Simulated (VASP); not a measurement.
Write the native input for VASP 6.6.1 that does the following.

| Item | Value |
| --- | --- |
| Task | single point |
| Functional | PBE |
| Potentials or basis | VASP PAW PBE potentials, release 64 (Na_pv, Se, Sc_sv) |
| Cutoff | 520 eV |
| k mesh | 6 × 6 × 2 |
| Occupations | gaussian, width 0.01 eV |
| Spin | no spin polarisation |
| Dipole correction | no |
| Further INCAR settings | ALGO = Normal; EDIFF = 1e-06; NBANDS = 40 |

The structure of NaScSe2 lies in POSCAR:

```
NaScSe2
1.0
    4.0524369425      0.0000000000      0.0000000000
    0.0000000000      4.0524369425      0.0000000000
    0.0000000000      0.0000000000     11.8154513905
Na Se Sc
2 4 2
Direct
    0.5000000000      0.0000000000      0.8880275789
    0.0000000000      0.5000000000      0.1119724211
    0.5000000000      0.0000000000      0.1513099164
    0.0000000000      0.5000000000      0.3944215366
    0.5000000000      0.0000000000      0.6055784634
    0.0000000000      0.5000000000      0.8486900836
    0.5000000000      0.0000000000      0.3611484998
    0.0000000000      0.5000000000      0.6388515002
```

One way to write it, as run:

INCAR

```
SYSTEM = NaScSe2
ALGO = Normal ; EDIFF = 1E-6
ENCUT = 520 ; GGA = PE
ISIF = 2 ; ISMEAR = 0
LASPH = .True. ; LCHARG = .False.
LREAL = .False. ; LWAVE = .False.
NBANDS = 40 ; NELM = 60
PREC = Accurate ; SIGMA = 0.01
```

KPOINTS

```
k-points
0
Gamma
  6 6 2
  0 0 0
```

Potentials or basis: VASP PAW PBE potentials, release 64 (Na_pv, Se, Sc_sv).

The run is started by

```sh
$ cat potpaw_PBE.64/Na_pv/POTCAR potpaw_PBE.64/Se/POTCAR potpaw_PBE.64/Sc_sv/POTCAR > POTCAR
$ mpirun -np 1 vasp_std > vasp.out
```

Results of the run:

```
Pressure               : -1.4 GPa
Largest force          : 0.181 eV/Å
Band gap on the k mesh : 0.23 eV (least direct gap 0.24 eV)
```

Run time: 5.4 min on 1 thread of Intel Xeon 8259CL, with other jobs on the host, peak memory 0.35 GiB.
